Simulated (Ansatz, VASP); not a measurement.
# Ru: VASP beside Ansatz

```
CELL_PARAMETERS angstrom
2.61020 0.00000 0.00000
-1.30510 2.26050 0.00000
0.00000 0.00000 4.10694
ATOMIC_POSITIONS crystal
Ru 0.33333 0.66667 0.25000
Ru 0.66667 0.33333 0.75000
```

Alike in both runs: task single point; functional PBE; k mesh 22 × 22 × 12; occupations fermi-dirac, width 0.05 eV; collinear spin.

|  | VASP | Ansatz |
| --- | --- | --- |
| version | VASP 6.6.1 | Ansatz 0.2.0 |
| potentials or method | VASP PAW PBE potentials, release 64 (Ru_pv), cutoff 520 eV | plane waves (420 eV) with PAW, scalar-relativistic |
| valence electrons in the cell | 28 | 32 |

|  | VASP | Ansatz | Ansatz less VASP |
| --- | --- | --- | --- |
| net moment per atom (μB) | 0.00 | 0.00 | 0.000 |

VASP's potentials hold 28 valence electrons a cell and Ansatz's 32, so a difference there can come from the potentials and not from the codes. Ansatz's warnings: seeded moment not kept.
